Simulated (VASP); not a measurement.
A run of VASP 6.6.1 is set up as follows.

Contents of POSCAR:

```
P
1.0
   -1.6915100431      2.5151650373      1.8589441358
    1.6915100431     -2.5151650373      1.8589441358
    1.6915100431      2.5151650373     -1.8589441358
P
2
Direct
    0.8033091100      0.0533091100      0.7500000000
    0.1966908900      0.9466908900      0.2500000000
```

The input INCAR.step1:

```
PREC = Accurate
ENCUT = 520
ISMEAR = 0
SIGMA = 0.15
LREAL = False
LASPH = True
NELM = 80
NBANDS = 12
GGA = PE
ALGO = Normal
EDIFF = 1E-4
LWAVE = True
LCHARG = False
```

The input INCAR.step2:

```
PREC = Accurate
ENCUT = 520
EDIFF = 1E-6
ISMEAR = 0
SIGMA = 0.15
LREAL = False
LASPH = True
NELM = 80
ALGO = Normal
ISIF = 2
LWAVE = False
LCHARG = False
METAGGA = R2SCAN
LMIXTAU = True
NBANDS = 12
ISTART = 1
```

File KPOINTS:

```
Automatic mesh
0
Gamma
  18 18 18
```

Potentials or basis: VASP PAW PBE potentials, release 64 (P).

Run with:

```sh
$ cat potpaw_PBE.64/P/POTCAR > POTCAR
$ cp INCAR.step1 INCAR
$ mpirun -np 1 vasp_std > vasp.out
$ cp INCAR.step2 INCAR
$ mpirun -np 1 vasp_std > vasp.out
```

Question: What does it give for the band gap on the k mesh?

Answer: Zero (bands 5 and 6 overlap by 1.09 eV).

Question: What does it give for the pressure?

Answer: 1.0 GPa.

Question: What does it give for the largest force?

Answer: 0.066 eV/Å.

Stress tensor (GPa, compression positive):
```
1.20 0.00 0.00
0.00 0.87 0.00
0.00 0.00 1.03
```

Caveat: the PAW data sets were made with another functional, which shifts forces and pressure a little.
